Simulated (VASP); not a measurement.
A run of VASP 6.6.1 is set up as follows.

INCAR

```
PREC = Accurate
ENCUT = 1230
EDIFF = 1E-6
ISMEAR = -1
SIGMA = 0.05
LREAL = F
LASPH = T
NELM = 200
ALGO = Normal
ISIF = 2
LWAVE = F
LCHARG = T
LMAXMIX = 4
LDAU = T
LDAUTYPE = 2
LDAUL = 2 -1
LDAUU = 3 0
LDAUJ = 0 0
LDAUPRINT = 1
LELF = T
LVHAR = T
NBANDS = 14
GGA_COMPAT = F
```

KPOINTS

```
Automatic mesh
0
Gamma
  10 10 10
```

The input POSCAR:

```
ZrB
1.0
    0.0000000000      2.4344746600      2.4344746600
    2.4344746600      0.0000000000      2.4344746600
    2.4344746600      2.4344746600      0.0000000000
Zr B
1 1
Direct
    0.0000000000      0.0000000000      0.0000000000
    0.5000000000      0.5000000000      0.5000000000
```

Potentials or basis: VASP PAW LDA potentials, release 64 (Zr_sv, B_h).

Launch:

```sh
$ cat potpaw_LDA.64/Zr_sv/POTCAR potpaw_LDA.64/B_h/POTCAR > POTCAR
$ mpirun -np 1 vasp_std > vasp.out
```

(1) What does it give for the band gap on the k mesh?

(2) Predict the pressure.

Results:

(1) zero (an odd number of electrons rules out a gap without spin polarisation).

(2) 3.1 GPa.

Caveat: the cell stands under pressure; an odd number of electrons without spin polarisation forces a metal; a magnetic or distorted state may lie lower; U without spin polarisation on a metal has little footing; the U is typed as a test and isn't derived for this compound.
